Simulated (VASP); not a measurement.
Here is a VASP 6.6.1 calculation.

File POSCAR:

```
AlRu
1.0
    2.9305298028      0.0000000000      0.0000000000
    0.0000000000      2.9305298028      0.0000000000
    0.0000000000      0.0000000000      2.9305298028
Ru Al
1 1
Direct
    0.5000000000      0.5000000000      0.5000000000
    0.0000000000      0.0000000000      0.0000000000
```

Contents of INCAR.step1:

```
SYSTEM = AlRu
PREC = Accurate ; ENCUT = 520
ISMEAR = -1 ; SIGMA = 0.05
LREAL = .FALSE. ; LASPH = .TRUE.
NELM = 80 ; NBANDS = 16
GGA = PE ; ALGO = Normal
EDIFF = 1E-4 ; LWAVE = .TRUE.
LCHARG = .FALSE.
```

Contents of INCAR.step2:

```
SYSTEM = AlRu
PREC = Accurate ; ENCUT = 520
EDIFF = 1E-6 ; ISMEAR = -1
SIGMA = 0.05 ; LREAL = .FALSE.
LASPH = .TRUE. ; NELM = 80
ALGO = Normal ; ISIF = 2
LWAVE = .FALSE. ; LCHARG = .FALSE.
METAGGA = R2SCAN ; LMIXTAU = .TRUE.
NBANDS = 16 ; ISTART = 1
```

Contents of KPOINTS:

```
regular mesh
0
G
  9 9 9
  0 0 0
```

Potentials or basis: VASP PAW PBE potentials, release 64 (Ru_pv, Al).

The run is started by

```sh
$ cat potpaw_PBE.64/Ru_pv/POTCAR potpaw_PBE.64/Al/POTCAR > POTCAR
$ cp INCAR.step1 INCAR
$ mpirun -np 1 vasp_std > vasp.out
$ cp INCAR.step2 INCAR
$ mpirun -np 1 vasp_std > vasp.out
```

(1) Estimate the pressure.

Results:

(1) 13.3 GPa.

Caveat: the PAW data sets were made with another functional, which shifts forces and pressure a little.
